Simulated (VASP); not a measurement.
Write the native input for VASP 6.6.1 that does the following.

* Task: single point
* Functional: PBE
* Potentials or basis: VASP PAW PBE potentials, release 64 (Fe, Pt)
* Cutoff: 520 eV
* k mesh: 16 × 16 × 12
* Occupations: gaussian, width 0.1 eV
* Spin: collinear spin, ferromagnetic start
* Starting moments: [3.28, 0.42] μB
* Dipole correction: no
* Further INCAR settings: ALGO = Fast; EDIFF = 1e-06; NBANDS = 20

The structure of FePt lies in POSCAR:

```
FePt
1.0
    2.6443437166      0.0000000000      0.0000000000
    0.0000000000      2.6443437166      0.0000000000
    0.0000000000      0.0000000000      3.6499409289
Fe Pt
1 1
Direct
    0.0000000000      0.0000000000      0.0000000000
    0.5000000000      0.5000000000      0.5000000000
```

These files were run (other wordings do the same):

INCAR

```
SYSTEM = FePt
ALGO = Fast
EDIFF = 1E-6
ENCUT = 520
GGA = PE
ISIF = 2
ISMEAR = 0
ISPIN = 2
LASPH = .TRUE.
LCHARG = .TRUE.
LELF = .TRUE.
LMAXMIX = 4
LORBIT = 11
LREAL = .FALSE.
LVHAR = .TRUE.
LWAVE = .FALSE.
MAGMOM = 3.28 0.42
NBANDS = 20
NELM = 150
PREC = Accurate
SIGMA = 0.1
```

KPOINTS

```
k-points
0
G
  16 16 12
  0 0 0
```

Potentials or basis: VASP PAW PBE potentials, release 64 (Fe, Pt).

Command:

```bash
$ cat potpaw_PBE.64/Fe/POTCAR potpaw_PBE.64/Pt/POTCAR > POTCAR
$ mpirun -np 1 vasp_std > vasp.out
```

Results of the run:

```
Pressure                                              : 23.4 GPa
Net moment                                            : 3.12 μB per cell
Site moments                                          : Fe +2.77; Pt +0.32 μB
Valence electrons inside the program's atomic spheres : Fe 7.16; Pt 9.64
```

Caveat: the cell stands under pressure.

It took 2.1 min on 1 thread of Intel(R) Xeon(R) 6975P-C (Granite Rapids) (shared host), peak memory 0.35 GiB.
